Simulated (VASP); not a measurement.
**Ni3Ge: single point with PBEsol**

Ni3Ge:

```xyz
4
Lattice="3.5270 0.0000 0.0000 0.0000 3.5270 0.0000 0.0000 0.0000 3.5270" Properties=species:S:1:pos:R:3 pbc="T T T"
Ni    1.7635    0.0000    1.7635
Ni    0.0000    1.7635    1.7635
Ni    1.7635    1.7635    0.0000
Ge    0.0000    0.0000    0.0000
```

| Property | Result |
| --- | --- |
| Program | VASP 6.6.1 |
| Task | single point |
| Functional | PBEsol |
| Potentials or basis | VASP PAW PBE potentials, release 64 (Ni, Ge_d) |
| Cutoff | 520 eV |
| k mesh | 12 × 12 × 12 |
| Occupations | fermi-dirac, width 0.15 eV |
| Spin | no spin polarisation |

The pressure is 0.4 GPa and the band gap on the k mesh is zero (bands 22 and 23 overlap by 0.23 eV).

Levels at points of the mesh, in eV from the Fermi level:
```csv
k point,band 19,band 20,band 21,band 22,band 23,band 24,band 25,band 26
"(0.00, 0.00, 0.00)",-0.69,-0.69,-0.39,-0.08,-0.08,-0.08,3.90,6.81
"(0.50, 0.00, 0.00)",-1.36,-1.25,-0.64,-0.08,3.54,3.54,4.61,5.69
"(0.50, 0.50, 0.00)",-1.31,-1.21,-1.05,-1.05,0.53,0.53,5.64,6.39
"(0.50, 0.50, 0.50)",-1.27,-1.27,-0.63,-0.31,-0.31,-0.31,0.61,4.13
```

It took 51 s on 1 thread of AMD EPYC 9R45 96-Core Processor (Zen 5), with other jobs on the host, peak memory 0.19 GiB.

Caveat: the PAW data sets were made with another functional, which shifts forces and pressure a little. Spin polarisation is off, so any magnetic state and its effect on volume and gap are missing.
